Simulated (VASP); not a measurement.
# Cu3O2 (I4/mmm) in VASP: further runs

Cu3O2 is run at these levels: PBEsol, PBE; tasks: single point.

All numbers are computed with VASP 6.6.1; they aren't measurements. Logs are shortened: lines on timing, memory, paths and dates and some standing lists are left out, and cuts for length are marked.

## Step 1: The cell of the first run

It takes space group I4/mmm (No. 139, tetragonal). Conventional cell: a = 4.046 Å, b = 4.046 Å, c = 7.494 Å, α = 90.00°, β = 90.00°, γ = 90.00°. Cu (site symmetry 4/mmm) has 4 O at 2.02 Å and 8 Cu at 2.76 Å within 2.8 Å. Within 2.5 Å of Cu (site symmetry -4m2) lie 2 O at 1.87 Å. Within 2.5 Å of O (site symmetry mmm) lie 4 Cu at 1.87 to 2.02 Å.

## Step 2: Single point, PBEsol

Input file INCAR:

```
SYSTEM = Cu3O2
PREC     = Accurate       ! precision mode
ENCUT    = 820            ! plane-wave cutoff, eV
EDIFF    = 1E-6           ! SCF threshold, eV
ISMEAR   = -1             ! smearing method
SIGMA    = 0.05           ! smearing width, eV
LREAL    = .False.        ! projectors in reciprocal space
LASPH    = .True.         ! aspherical terms in the spheres
NELM     = 120            ! most SCF steps
ALGO     = Normal         ! electronic algorithm
ISIF     = 2              ! what is computed and relaxed
LWAVE    = .False.        ! write WAVECAR
LCHARG   = .True.         ! write CHGCAR
GGA      = PS             ! functional
LELF     = .True.         ! ELF
LVHAR    = .True.       
NBANDS   = 42             ! bands
GGA_COMPAT= .False.
```

Input file KPOINTS:

```
regular mesh
0
Gamma
  8 8 8
  0 0 0
```

Input file POSCAR:

```
Cu3O2
1.0
   -2.0229820000      2.0229820000      3.7470893400
    2.0229820000     -2.0229820000      3.7470893400
    2.0229820000      2.0229820000     -3.7470893400
Cu O
3 2
Direct
    0.0000000000      0.0000000000      0.0000000000
    0.7500000000      0.2500000000      0.5000000000
    0.2500000000      0.7500000000      0.5000000000
    0.5000000000      0.0000000000      0.5000000000
    0.0000000000      0.5000000000      0.5000000000
```

Potentials or basis: VASP PAW PBE potentials, release 64 (Cu_sv_GW, O).

Run with:

```console
> cat potpaw_PBE.64/Cu_sv_GW/POTCAR potpaw_PBE.64/O/POTCAR > POTCAR
> mpirun -np 1 vasp_std > vasp.out
```

OUTCAR:

```text
SYSTEM = Cu3O2
   PREC = Accurate
   ENCUT = 820
   EDIFF = 1E-6
   ISMEAR = -1
   LREAL = .False.
   LASPH = .True.
   NELM = 120
   ISIF = 2
   GGA = PS

 ion  position               nearest neighbor table
   1  0.000  0.000  0.000-   4 2.02   5 2.02   5 2.02   4 2.02
   2  0.750  0.250  0.500-   4 1.87   5 1.87
   3  0.250  0.750  0.500-   4 1.87   5 1.87
   4  0.500  0.000  0.500-   2 1.87   3 1.87   1 2.02   1 2.02
   5  0.000  0.500  0.500-   2 1.87   3 1.87   1 2.02   1 2.02

  LATTYP: Found a body centered tetragonal cell.
 ALAT       =     4.0459640000
 C/A-ratio  =     1.8522603464

  Lattice vectors:

 A1 = (  -2.0229820000,   2.0229820000,   3.7470893400)
 A2 = (   2.0229820000,  -2.0229820000,   3.7470893400)
 A3 = (   2.0229820000,   2.0229820000,  -3.7470893400)

Analysis of symmetry for initial positions (statically):
=====================================================================
 Subroutine PRICEL returns:
 Original cell was already a primitive cell.

 Routine SETGRP: Setting up the symmetry group for a
 body centered tetragonal supercell.

 Subroutine GETGRP returns: Found 16 space group operations
 (whereof 16 operations were pure point group operations)
 out of a pool of 16 trial point group operations.

The static configuration has the point symmetry D_4h.

Analysis of symmetry for dynamics (positions and initial velocities):
=====================================================================
 Subroutine PRICEL returns:
 Original cell was already a primitive cell.

 Routine SETGRP: Setting up the symmetry group for a
 body centered tetragonal supercell.

 Subroutine GETGRP returns: Found 16 space group operations
 (whereof 16 operations were pure point group operations)
 out of a pool of 16 trial point group operations.

The dynamic configuration has the point symmetry D_4h.

 Subroutine INISYM returns: Found 16 space group operations
 (whereof 16 operations are pure point group operations),
 and found     1 'primitive' translations

----------------------------------------------------------------------------------------

                                     Primitive cell

  volume of cell :      61.3392

  direct lattice vectors                    reciprocal lattice vectors
    -2.022982000  2.022982000  3.747089340     0.000000000  0.247159886  0.133436904
[... 80 lines left out ...]
   NGX,Y,Z   is equivalent  to a cutoff of  16.93, 16.93, 16.93 a.u.
   NGXF,Y,Z  is equivalent  to a cutoff of  33.85, 33.85, 33.85 a.u.
 SYSTEM =  Cu3O2
   PREC   = accura    normal or accurate (medium, high low for compatibility)
   ISTART =      0    job   : 0-new  1-cont  2-samecut
   ICHARG =      2    charge: 1-file 2-atom 10-const
   ISPIN  =      1    spin polarized calculation?
   LNONCOLLINEAR =      F non collinear calculations
   LSORBIT =      F    spin-orbit coupling
   LASPH  =      T    aspherical Exc in radial PAW
   ENCUT  =  820.0 eV  60.27 Ry    7.76 a.u.  11.01 11.01 11.01*2*pi/ulx,y,z
   NELM   =    120;   NELMIN=  2; NELMDL= -5     # of ELM steps
   EDIFF  = 0.1E-05   stopping-criterion for ELM
   LREAL  =      F    real-space projection
[... 7 lines left out ...]
   TEBEG  =    0.0;   TEEND  =   0.0 temperature during run
   PSTRESS=    0.0 pullay stress
   NELECT =      69.0000    total number of electrons
   NUPDOWN=      -1.0000    fix difference up-down
   EMIN   =  10.00;   EMAX   =-10.00  energy-range for DOS
   EFERMI =   0.00;   METHOD = LEGACY
   ISMEAR =    -1;   SIGMA  =   0.05  broadening in eV -4-tet -1-fermi 0-gaus
   EFERMI_NEDOS =   21; number of points for ismear=-14 and -15
   IALGO  =     38    algorithm
   IMIX   =      4    mixing-type and parameters
     AMIX     =   0.40;   BMIX     =  1.00
     AMIX_MAG =   1.60;   BMIX_MAG =  1.00
  volume/ion in A,a.u.               =      12.27        82.79
  Fermi-wavevector in a.u.,A,eV,Ry     =   1.702597  3.217442 39.441061  2.898836
  Thomas-Fermi vector in A             =   2.782338
   LORBIT       =      0    0 simple, 1 ext, 2 COOP (PROOUT), +10 PAW based schemes
   GGA     = PS    functional components
   LHFCALC =     F    Hartree Fock is set to
   AEXX    =    0.0000 exact exchange contribution
   IVDW    =     0    specifies the selected vdW correction
   LEPSILON=     F    determine dielectric tensor
   LRPA    =     F    only Hartree local field effects (RPA)
 non-spin polarized calculation
  energy-cutoff  :      820.00
  volume of cell :       61.34
 maximum number of plane-waves:      3292
 NGX is ok and might be reduce to    48
   NGX = 23   NGY = 23   NGZ = 23

 number of electron      68.9999990 magnetization

 Free energy of the ion-electron system (eV)
  ---------------------------------------------------
  ext. energy  EPLUGINS =         0.00000000
  ---------------------------------------------------
  free energy    TOTEN  =       -25.09994331 eV

  energy without entropy =      -25.08059326  energy(sigma->0) =      -25.09026829

 E-fermi :   3.9694     XC(G=0): -11.6904

 val. band max:        3.9517238054   @ k =  -0.2500   0.5000   0.1250
 cond. band min:       3.9695393291   @ k =  -0.2500   0.2500   0.0000
 fundamental gap:      0.0178155237
 Fermi energy:         3.9694416638

 k-point     1 :       0.0000    0.0000    0.0000
  band No.  band energies     occupation
      1    -108.1604      2.00000
      2    -107.7903      2.00000
      3    -107.7887      2.00000
      4     -65.7042      2.00000
      5     -65.7042      2.00000
      6     -65.6600      2.00000
[... 1069 lines left out ...]
     41      13.7539      0.00000
     42      16.5319      0.00000

 [... further k-points ...]
[... 5 lines left out ...]
  --------------------------------------------------------------------------------------
  -------------------------------------------------------------------------------------
  Total       -2.6902356     -2.6902356     -6.9262831      0.0000000      0.0000000      0.0000000
  in kB      -70.2688448    -70.2688448   -180.9142373      0.0000000      0.0000000      0.0000000
  external PRESSURE =    -107.1506423 kB  Pullay stress =       0.0000000 kB

 VOLUME and BASIS-vectors are now :
 -----------------------------------------------------------------------------
  energy-cutoff  :      820.00
  volume of cell :       61.34
      direct lattice vectors                 reciprocal lattice vectors
    -2.022982000  2.022982000  3.747089340     0.000000000  0.247159886  0.133436904
     2.022982000 -2.022982000  3.747089340     0.247159886  0.000000000  0.133436904
     2.022982000  2.022982000 -3.747089340     0.247159886  0.247159886  0.000000000

 POSITION                                       TOTAL-FORCE (eV/Angst)
 -----------------------------------------------------------------------------------
      0.00000      0.00000      0.00000         0.000000      0.000000     -0.000000
      0.00000      2.02298      1.87354        -0.000000     -0.000000      0.000000
      2.02298      0.00000      1.87354         0.000000     -0.000000     -0.000000
      0.00000      2.02298      0.00000         0.000000      0.000000     -0.000000
      2.02298      0.00000      0.00000         0.000000      0.000000     -0.000000
 -----------------------------------------------------------------------------------
    total drift:                                0.000000     -0.000000      0.000000

  FREE ENERGIE OF THE ION-ELECTRON SYSTEM (eV)
  ---------------------------------------------------
  free  energy   TOTEN  =       -25.0999433146 eV

  energy  without entropy=      -25.0805932557  energy(sigma->0) =      -25.09026829
```

stdout:

```text
POSCAR found type information on POSCAR CuO
 POSCAR found :  2 types and       5 ions
 scaLAPACK will be used
 -----------------------------------------------------------------------------
|                                                                             |
|                                                                             |
|     You enforced a specific xc type in the INCAR file but a different       |
|     I HOPE YOU KNOW WHAT YOU ARE DOING!                                     |
|                                                                             |
 -----------------------------------------------------------------------------

 LDA part: xc-table for (Slater+PW92), standard interpolation
 POSCAR, INCAR and KPOINTS ok, starting setup
 FFT: planning ... GRIDC
 FFT: planning ... GRID_SOFT
 FFT: planning ... GRID
 WAVECAR not read
 entering main loop
```

Wall time 4.5 min (1 thread of Intel Xeon 6975P-C (Granite Rapids), shared host); peak memory 0.5 GiB.

What came out:

```yaml
Free_energy: -25.0999 eV
Pressure: -10.7 GPa
Band_gap_on_the_k_mesh: zero (an odd number of electrons rules out a gap without spin polarisation)
```

Stress tensor (GPa, compression positive):
```
 -7.03   0.00   0.00
  0.00  -7.03   0.00
  0.00   0.00 -18.09
```

Caveat: the stress differs along the axes, from -18 to -7 GPa; the PAW data sets were made with another functional, which shifts forces and pressure a little.

## Step 3: Single point, PBE

This run uses another cell than the first one, of 10.06 Å³/atom.

Input file INCAR:

```
ALGO = Normal ; EDIFF = 1E-6
ENCUT = 820 ; GGA = PE
GGA_COMPAT = False ; ISIF = 2
ISMEAR = -1 ; LASPH = True
LCHARG = True ; LELF = True
LREAL = False ; LVHAR = True
LWAVE = False ; NBANDS = 42
NELM = 120 ; PREC = Accurate
SIGMA = 0.05
```

Input file KPOINTS:

```
k-points
0
Gamma
  9 9 9
```

POSCAR: that of step 2 with these lines changed.

```diff
@@ -2,5 +2,5 @@
 1.0
-   -2.0229820000      2.0229820000      3.7470893400
-    2.0229820000     -2.0229820000      3.7470893400
-    2.0229820000      2.0229820000     -3.7470893400
+   -1.8685134296      1.8685134296      3.6033565897
+    1.8685134296     -1.8685134296      3.6033565897
+    1.8685134296      1.8685134296     -3.6033565897
 Cu O
```

Potentials or basis: VASP PAW PBE potentials, release 64 (Cu_sv_GW, O).

Run with:

```console
> cat potpaw_PBE.64/Cu_sv_GW/POTCAR potpaw_PBE.64/O/POTCAR > POTCAR
> mpirun -np 1 vasp_std > vasp.out
```

It took 6.8 min on 1 thread of Intel Xeon Platinum 8488C (Sapphire Rapids), shared host; peak memory 0.44 GiB.

The run converged. Its results:

```yaml
Free_energy: -22.1389 eV
Pressure: 28.8 GPa
Band_gap_on_the_k_mesh: zero (an odd number of electrons rules out a gap without spin polarisation)
```

Stress tensor (GPa, compression positive):
```
28.73  0.00  0.00
 0.00 28.73  0.00
 0.00  0.00 28.97
```

Levels at points of the mesh, in eV from the Fermi level:
```csv
k point,band 32,band 33,band 34,band 35,band 36,band 37,band 38,band 39
"(0.00, 0.00, 0.00)",-1.69,-1.33,-1.33,0.47,0.51,5.23,5.23,7.71
```

Caveat: the cell stands under pressure. With open d or f shells a metallic result of PBE can be an artefact of self-interaction; +U or a hybrid may open a gap.

The gap in the log of VASP goes by the Fermi energy; the results here count the filled bands.